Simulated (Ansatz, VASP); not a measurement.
# Two plane-wave programs on ZnS

Contents of INCAR:

```
SYSTEM = ZnS
PREC = Accurate
ENCUT = 520
EDIFF = 1E-7
ISMEAR = 0
SIGMA = 0.05
LREAL = .False.
LASPH = .True.
NELM = 80
ALGO = Normal
ISIF = 2
LWAVE = .False.
LCHARG = .False.
GGA = PE
NBANDS = 26
```

Contents of KPOINTS:

```
regular mesh
0
Gamma
  9 9 4
  0 0 0
```

File POSCAR:

```
ZnS
1.0
    4.1424790287      0.0000000000      0.0000000000
   -2.0712395143      3.5874920735      0.0000000000
    0.0000000000      0.0000000000      5.4324469982
Zn S
2 2
Direct
    0.3333333333      0.6666666667      0.0052003725
    0.6666666667      0.3333333333      0.5052003725
    0.3333333333      0.6666666667      0.3930140371
    0.6666666667      0.3333333333      0.8930140371
```

Input for Ansatz:

```yaml
crystal:
  lattice:
    - [4.1424790287, 0.0, 0.0]
    - [-2.0712395143, 3.5874920735, 0.0]
    - [0.0, 0.0, 5.4324469982]
  atoms:
    - { symbol: Zn, position: [0.3333333333, 0.6666666667, 0.0052003725] }
    - { symbol: Zn, position: [0.6666666667, 0.3333333333, 0.5052003725] }
    - { symbol: S, position: [0.3333333333, 0.6666666667, 0.3930140371] }
    - { symbol: S, position: [0.6666666667, 0.3333333333, 0.8930140371] }
basis:
  ecutwfc: 520.0
kpoints:
  mp_grid: { grid: [9, 9, 4] }
hamiltonian:
  xc: pbe
scf:
  occupations: { method: gaussian, width: 0.05 }
output:
  forces: true
  stress: true
  eigenvalues: true
```

Alike in both runs: task single point; functional PBE; k mesh 9 × 9 × 4; occupations gaussian, width 0.05 eV; no spin polarisation.

```csv
,VASP,Ansatz
version,VASP 6.6.1,Ansatz 0.2.0
potentials or method,"VASP PAW PBE potentials, release 64 (Zn, S), cutoff 520 eV","scalar-relativistic, plane waves, PAW"
valence electrons in the cell,36,36
```

Ansatz gave:

```
gap on the k mesh at the Fermi level (eV)                     : 1.51
least direct gap on the mesh (eV)                             : 1.51
pressure (GPa)                                                : 4.5
traceless stress, the component that is largest in VASP (GPa) : 20.36
rms of the force components (eV/Å)                            : 1.120
```

Task: What did VASP give for the same quantities?

Result: gap on the k mesh at the Fermi level (eV): 1.50; least direct gap on the mesh (eV): 1.50; pressure (GPa): 4.6; traceless stress, the component that is largest in VASP (GPa): 20.43; rms of the force components (eV/Å): 1.127.

Atom by atom the forces differ by 0.007 eV/Å (rms over components).
